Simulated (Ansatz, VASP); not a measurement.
Cd4S3 in VASP and in Ansatz

```xyz
7
Lattice="5.5779 0.0000 0.0000 0.0000 5.5779 0.0000 0.0000 0.0000 5.5779" Properties=species:S:1:pos:R:3 pbc="T T T"
Cd    4.3976    4.3976    1.1804
Cd    4.3976    1.1804    4.3976
Cd    1.1804    4.3976    4.3976
Cd    1.1804    1.1804    1.1804
S     2.7890    0.0000    2.7890
S     0.0000    2.7890    2.7890
S     2.7890    2.7890    0.0000
```

Change from the starting cell: built by hand: S-deficient zincblende (ordered vacancy) (P-43m, No. 215).

Alike in both runs: functional PBE; k mesh 6 × 6 × 6; occupations gaussian, width 0.02 eV; no spin polarisation.

Ansatz relaxed the structure, and its values are those at the end. VASP's run is a single point on that final structure, the one shown.

|  | VASP | Ansatz |
| --- | --- | --- |
| version | VASP 6.6.1 | Ansatz 0.2.0 |
| potentials or method | VASP PAW PBE potentials, release 64 (Cd, S), cutoff 520 eV | scalar-relativistic, plane waves, PAW |
| valence electrons in the cell | 66 | 98 |

|  | VASP | Ansatz | Ansatz less VASP |
| --- | --- | --- | --- |
| gap on the k mesh at the Fermi level (eV) | 0.59 | 0.60 | +0.006 |
| least direct gap on the mesh (eV) | 0.59 | 0.60 | +0.006 |
| pressure (GPa) | 0.3 | 0.0 | -0.31 |
| rms of the force components (eV/Å) | 0.013 | 0.000 | -0.0128 |

The functional is the same, so the differences come from potentials, cutoffs and numerics. VASP's potentials hold 66 valence electrons a cell and Ansatz's 98, so a difference there can come from the potentials and not from the codes.
